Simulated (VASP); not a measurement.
Set up this calculation in VASP 6.6.1, as the native input.

| Quantity | Value |
| --- | --- |
| Task | relaxation of cell and atoms |
| Functional | PBE |
| Potentials or basis | VASP PAW PBE potentials, release 64 (B, F) |
| Cutoff | 600 eV |
| k mesh | 6 × 4 × 6 |
| Occupations | gaussian, width 0.1 eV |
| Spin | no spin polarisation |
| Dipole correction | no |
| Further INCAR settings | ALGO = Normal; EDIFF = 1e-07; IBRION = 2; EDIFFG = -0.04; NSW = 90; ISIF = 3 |

The structure of BF lies in POSCAR:

```
BF
1.0
    3.1139327533      0.0000000000      0.0000000000
    0.0000000000      4.5910425414      0.0000000000
   -1.0684463476      0.0000000000      2.5963913401
B F
2 2
Direct
    0.2500000000      0.5040548479      0.2459451521
    0.2500000000      0.4959451521      0.7459451521
    0.1250000000      0.1329283541      0.6610973806
    0.1250000000      0.8670716459      0.1610973806
```

One way to write it, as run:

INCAR

```
SYSTEM = BF
  PREC = Accurate
  ENCUT = 600
  EDIFF = 1E-7
  ISMEAR = 0
  SIGMA = 0.1
  LREAL = .FALSE.
  LASPH = .TRUE.
  NELM = 60
  ALGO = Normal
  ISIF = 3
  LWAVE = .FALSE.
  LCHARG = .FALSE.
  GGA = PE
  IBRION = 2
  NSW = 90
  EDIFFG = -0.04
```

KPOINTS

```
Automatic mesh
0
G
  6 4 6
  0 0 0
```

Potentials or basis: VASP PAW PBE potentials, release 64 (B, F).

Command:

```sh
$ cat potpaw_PBE.64/B/POTCAR potpaw_PBE.64/F/POTCAR > POTCAR
$ mpirun -np 1 vasp_std > vasp.out
```

It gave:

```
Relaxed volume                         : 10.33 Å³/atom
Relaxed cell                           : a = 2.794 Å, b = 5.830 Å, c = 2.995 Å, α = 90.00°, β = 122.07°, γ = 90.00°
Space group after relaxing (to 0.05 Å) : Cmme (No. 67)
Energy gained by relaxing              : 1919.0 meV/atom
Ionic steps                            : 51
Pressure after relaxing                : 0.0 GPa
Largest force after relaxing           : 0.024 eV/Å
Band gap on the k mesh                 : zero (band 10 reaches 2.98 eV, above the bottom of band 11 at 0.04 eV)
```

Caveat: the k points lie up to 0.44 Å⁻¹ apart in the final cell.

Run time: 7.6 min on 1 thread of Intel(R) Xeon(R) 6975P-C (Granite Rapids), on a shared host, peak memory 0.19 GiB.
